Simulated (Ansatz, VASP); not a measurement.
GaSb: VASP beside Ansatz

```
Sb Ga
1.0
     0.00000    3.11900    3.11900
     3.11900    0.00000    3.11900
     3.11900    3.11900    0.00000
Sb Ga
1 1
Direct
  0.75000 0.75000 0.75000
  0.00000 0.00000 0.00000
```

Alike in both runs: task single point; functional r2SCAN0; k mesh 4 × 4 × 4; occupations fermi-dirac, width 0.05 eV; no spin polarisation.

|  | VASP | Ansatz |
| --- | --- | --- |
| version | VASP 6.6.1 | Ansatz 0.2.0 |
| potentials or method | VASP PAW PBE potentials, release 64 (Sb, Ga_d) | Ansatz PAW |
| plane-wave cutoff (eV) | 520 | 500 |
| valence electrons in the cell | 18 | 28 |

VASP gave:

| Property | Result |
| --- | --- |
| gap on the k mesh at the Fermi level (eV) | 1.31 |
| least direct gap on the mesh (eV) | 1.31 |
| pressure (GPa) | -4.0 |

Task: Which values does Ansatz return?

Result: gap on the k mesh at the Fermi level (eV): 1.23; least direct gap on the mesh (eV): 1.23; pressure (GPa): -3.4.

VASP's potentials were made for PBE, not for r2SCAN0. The functional is the same, so the differences come from potentials, cutoffs and numerics. VASP's potentials hold 18 valence electrons a cell and Ansatz's 28, so a difference there can come from the potentials and not from the codes.

The k mesh is coarse, so the values compare programs but aren't converged. Spin-orbit coupling is off throughout.
